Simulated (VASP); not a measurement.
Input of a VASP 6.6.1 run:

File INCAR:

```
ALGO = Normal
EDIFF = 1E-6
ENCUT = 520
GGA = PS
ISIF = 2
ISMEAR = 0
LASPH = T
LCHARG = F
LREAL = F
LWAVE = F
NBANDS = 51
NELM = 100
PREC = Accurate
SIGMA = 0.05
```

The input KPOINTS:

```
k-points
0
Gamma
  8 8 8
```

File POSCAR:

```
SrTiO3
1.0
   -2.7435446834      2.7846978537      3.9043133139
    2.7435446834     -2.7846978537      3.9043133139
    2.7435446834      2.7846978537     -3.9043133139
Sr Ti O
2 2 6
Direct
    0.7500000000      0.2500000000      0.5000000000
    0.2500000000      0.7500000000      0.5000000000
    0.0000000000      0.0000000000      0.0000000000
    0.5000000000      0.5000000000      0.0000000000
    0.2500000000      0.2500000000      0.0000000000
    0.7500000000      0.7500000000      0.0000000000
    0.7253545255      0.2253545255      0.9507090510
    0.2253545255      0.2746454745      0.5000000000
    0.2746454745      0.7746454745      0.0492909490
    0.7746454745      0.7253545255      0.5000000000
```

Potentials or basis: VASP PAW PBE potentials, release 64 (Sr_sv, Ti_sv, O).

Command:

```console
$ cat potpaw_PBE.64/Sr_sv/POTCAR potpaw_PBE.64/Ti_sv/POTCAR potpaw_PBE.64/O/POTCAR > POTCAR
$ mpirun -np 1 vasp_std > vasp.out
```

Problem. What does it give for the band gap on the k mesh?

Solution. 1.89 eV.

Problem. Estimate the largest force.

Solution. 0.031 eV/Å.

Problem. What does it give for the pressure?

Solution. -2.0 GPa.

Forces in eV/Å, atoms in the order of the input:
```
Sr   0.000  0.000  0.000
Sr   0.000  0.000  0.000
Ti   0.000  0.000  0.000
Ti   0.000  0.000  0.000
O    0.000  0.000  0.000
O    0.000  0.000  0.000
O    0.017  0.026  0.000
O   -0.017  0.026  0.000
O   -0.017 -0.026  0.000
O    0.017 -0.026  0.000
```

Caveat: the cell differs from its parent crystal (strain +0.0150 x Voigt [0, 1, 0, 0, 0, 0]); the PAW data sets were made with another functional, which shifts forces and pressure a little. A k mesh can miss the band edges.
